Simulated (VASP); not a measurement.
# Pb (P6/mmm) in VASP: notebook, part 2 of 2

VASP 6.6.1.

## Step 3: Single point, revPBE

This run uses another cell than the first one, of 33.17 Å³/atom, 1.042 times its volume.

File INCAR:

```
ALGO = Normal ; EDIFF = 1E-7
ENCUT = 520 ; GGA = RE
ISIF = 2 ; ISMEAR = -1
LASPH = T ; LCHARG = F
LREAL = F ; LWAVE = F
NBANDS = 28 ; NELM = 80
PREC = Accurate ; SIGMA = 0.1
```

File KPOINTS:

```
k-points
0
Gamma
  7 7 10
```

File POSCAR:

```
Pb
1.0
    5.7525307921      0.0000000000      0.0000000000
   -2.8762653961      4.9818378020      0.0000000000
    0.0000000000      0.0000000000      3.4723256094
Pb
3
Direct
    0.0000000000      0.0000000000      0.0000000000
    0.3333333333      0.6666666667      0.5000000000
    0.6666666667      0.3333333333      0.5000000000
```

Potentials or basis: VASP PAW PBE potentials, release 64 (Pb_d).

Started as:

```sh
$ cat potpaw_PBE.64/Pb_d/POTCAR > POTCAR
$ mpirun -np 1 vasp_std > vasp.out
```

OUTCAR:

```text
EDIFF = 1E-7
   ENCUT = 520
   GGA = RE
   ISIF = 2
   ISMEAR = -1
   LASPH = T
   LREAL = F
   NELM = 80
   PREC = Accurate

 ion  position               nearest neighbor table
   1  0.000  0.000  0.000-   2 3.75   3 3.75   2 3.75   3 3.75   3 3.75   3 3.75   2 3.75   2 3.75
                             3 3.75   3 3.75   2 3.75   2 3.75
   2  0.333  0.667  0.500-   3 3.32   3 3.32   3 3.32   1 3.75   1 3.75   1 3.75   1 3.75   1 3.75
                             1 3.75
   3  0.667  0.333  0.500-   2 3.32   2 3.32   2 3.32   1 3.75   1 3.75   1 3.75   1 3.75   1 3.75
                             1 3.75

  LATTYP: Found a hexagonal cell.
 ALAT       =     5.7525307921
 C/A-ratio  =     0.6036170400

  Lattice vectors:

 A1 = (   5.7525307921,   0.0000000000,   0.0000000000)
 A2 = (  -2.8762653961,   4.9818378020,   0.0000000000)
 A3 = (   0.0000000000,   0.0000000000,   3.4723256094)

Analysis of symmetry for initial positions (statically):
=====================================================================
 Subroutine PRICEL returns:
 Original cell was already a primitive cell.

 Routine SETGRP: Setting up the symmetry group for a
 hexagonal supercell.

 Subroutine GETGRP returns: Found 24 space group operations
 (whereof 24 operations were pure point group operations)
 out of a pool of 24 trial point group operations.

The static configuration has the point symmetry D_6h.

Analysis of symmetry for dynamics (positions and initial velocities):
=====================================================================
 Subroutine PRICEL returns:
 Original cell was already a primitive cell.

 Routine SETGRP: Setting up the symmetry group for a
 hexagonal supercell.

 Subroutine GETGRP returns: Found 24 space group operations
 (whereof 24 operations were pure point group operations)
 out of a pool of 24 trial point group operations.
[... 117 lines left out ...]
   EFERMI =   0.00;   METHOD = LEGACY
   ISMEAR =    -1;   SIGMA  =   0.10  broadening in eV -4-tet -1-fermi 0-gaus
   EFERMI_NEDOS =   21; number of points for ismear=-14 and -15
   IALGO  =     38    algorithm
   IMIX   =      4    mixing-type and parameters
     AMIX     =   0.40;   BMIX     =  1.00
     AMIX_MAG =   1.60;   BMIX_MAG =  1.00
  volume/ion in A,a.u.               =      33.17       223.84
  Fermi-wavevector in a.u.,A,eV,Ry     =   1.228009  2.320601 20.517674  1.508006
  Thomas-Fermi vector in A             =   2.362951
   LORBIT       =      0    0 simple, 1 ext, 2 COOP (PROOUT), +10 PAW based schemes
   GGA     = RE    functional components
   LHFCALC =     F    Hartree Fock is set to
   AEXX    =    0.0000 exact exchange contribution
   IVDW    =     0    specifies the selected vdW correction
   LEPSILON=     F    determine dielectric tensor
   LRPA    =     F    only Hartree local field effects (RPA)
 non-spin polarized calculation
  energy-cutoff  :      520.00
  volume of cell :       99.51
 maximum number of plane-waves:      2713
 NGX is ok and might be reduce to    48
   NGX = 21   NGY = 21   NGZ = 13

 number of electron      42.0000004 magnetization

 Free energy of the ion-electron system (eV)
  ---------------------------------------------------
  ext. energy  EPLUGINS =         0.00000000
  ---------------------------------------------------
  free energy    TOTEN  =        -9.59966790 eV

  energy without entropy =       -9.53613411  energy(sigma->0) =       -9.56790100

 E-fermi :   6.3531     XC(G=0):  -9.6804

 val. band max:        6.3526944082   @ k =   0.1429   0.1429   0.2000
 cond. band min:       6.3786728230   @ k =   0.4286   0.1429   0.0000
 fundamental gap:      0.0259784148
 Fermi energy:         6.3530797944

 k-point     1 :       0.0000    0.0000    0.0000
  band No.  band energies     occupation
      1     -10.8700      2.00000
      2     -10.7380      2.00000
      3     -10.7349      2.00000
      4     -10.7349      2.00000
      5     -10.6782      2.00000
      6     -10.6782      2.00000
[... 733 lines left out ...]
     27      11.4965      0.00000
     28      14.4360      0.00000

 [... further k-points ...]

------------------------ aborting loop because EDIFF is reached ----------------------------------------

  FORCE on cell =-STRESS in cart. coord.  units (eV):
  Direction    XX          YY          ZZ          XY          YZ          ZX
  --------------------------------------------------------------------------------------
  -------------------------------------------------------------------------------------
  Total        0.1423441      0.1423441     -0.2967190     -0.0000000      0.0000000      0.0000000
  in kB        2.2918223      2.2918223     -4.7773481     -0.0000000      0.0000000      0.0000000
  external PRESSURE =      -0.0645679 kB  Pullay stress =       0.0000000 kB

 VOLUME and BASIS-vectors are now :
 -----------------------------------------------------------------------------
  energy-cutoff  :      520.00
  volume of cell :       99.51
      direct lattice vectors                 reciprocal lattice vectors
     5.752530792  0.000000000  0.000000000     0.173836531  0.100364568  0.000000000
    -2.876265396  4.981837802  0.000000000     0.000000000  0.200729136  0.000000000
     0.000000000  0.000000000  3.472325609     0.000000000  0.000000000  0.287991425

 POSITION                                       TOTAL-FORCE (eV/Angst)
 -----------------------------------------------------------------------------------
      0.00000      0.00000      0.00000        -0.000000      0.000000     -0.000000
     -0.00000      3.32123      1.73616         0.000000     -0.000000     -0.000000
      2.87627      1.66061      1.73616        -0.000000      0.000000      0.000000
 -----------------------------------------------------------------------------------
    total drift:                               -0.000000      0.000000     -0.000000

  FREE ENERGIE OF THE ION-ELECTRON SYSTEM (eV)
  ---------------------------------------------------
  free  energy   TOTEN  =        -9.5996678965 eV

  energy  without entropy=       -9.5361341068  energy(sigma->0) =       -9.56790100
```

OSZICAR:

```text
N       E                     dE             d eps       ncg     rms          rms(c)
DAV:   1     0.477357994286E+03    0.47736E+03   -0.20748E+04  2696   0.177E+03
DAV:   2     0.306319488118E+02   -0.44673E+03   -0.43960E+03  2704   0.457E+02
DAV:   3    -0.807554755563E+01   -0.38707E+02   -0.38212E+02  3244   0.173E+02
DAV:   4    -0.955622790552E+01   -0.14807E+01   -0.14769E+01  3132   0.393E+01
DAV:   5    -0.962629540378E+01   -0.70067E-01   -0.70064E-01  3504   0.737E+00    0.880E-01
DAV:   6    -0.960174161855E+01    0.24554E-01   -0.65604E-02  3824   0.519E+00    0.469E-01
DAV:   7    -0.959910115442E+01    0.26405E-02   -0.56417E-02  3380   0.288E+00    0.190E-01
DAV:   8    -0.959942619613E+01   -0.32504E-03   -0.60718E-03  3312   0.135E+00    0.102E-01
DAV:   9    -0.959965462628E+01   -0.22843E-03   -0.65046E-04  3344   0.300E-01    0.197E-02
DAV:  10    -0.959966718088E+01   -0.12555E-04   -0.62724E-05  3816   0.843E-02    0.751E-03
DAV:  11    -0.959966875143E+01   -0.15706E-05   -0.58008E-06  3356   0.343E-02    0.292E-03
DAV:  12    -0.959966779091E+01    0.96052E-06   -0.16625E-06  3152   0.200E-02    0.888E-04
DAV:  13    -0.959966796130E+01   -0.17038E-06   -0.29857E-07  2436   0.806E-03    0.332E-04
DAV:  14    -0.959966789648E+01    0.64811E-07   -0.15018E-08  1492   0.128E-03
   1 F= -.95996679E+01 E0= -.95679010E+01  d E =-.635338E-01
```

Wall time 2.4 min (1 thread of AMD EPYC 7R43 (Zen 3), shared host); peak memory 0.25 GiB.

Results:

```
Free energy            : -9.5997 eV
Pressure               : 0.0 GPa
Band gap on the k mesh : zero (band 21 reaches 8.17 eV, above the bottom of band 22 at 4.59 eV)
```

Levels at points of the mesh, in eV from the Fermi level:
```csv
k point,band 17,band 18,band 19,band 20,band 21,band 22,band 23,band 24,band 25,band 26
"(0.00, 0.00, 0.00)",-7.48,-7.07,-1.88,-1.88,-1.76,-1.76,2.92,6.68,6.97,6.97
"(0.00, 0.00, 0.50)",-7.70,-5.43,-2.04,-1.20,-0.21,-0.21,-0.15,1.00,1.00,2.33
```

Caveat: the PAW data sets were made with another functional, which shifts forces and pressure a little; spin-orbit coupling is left out, which moves the levels of the heavy elements.
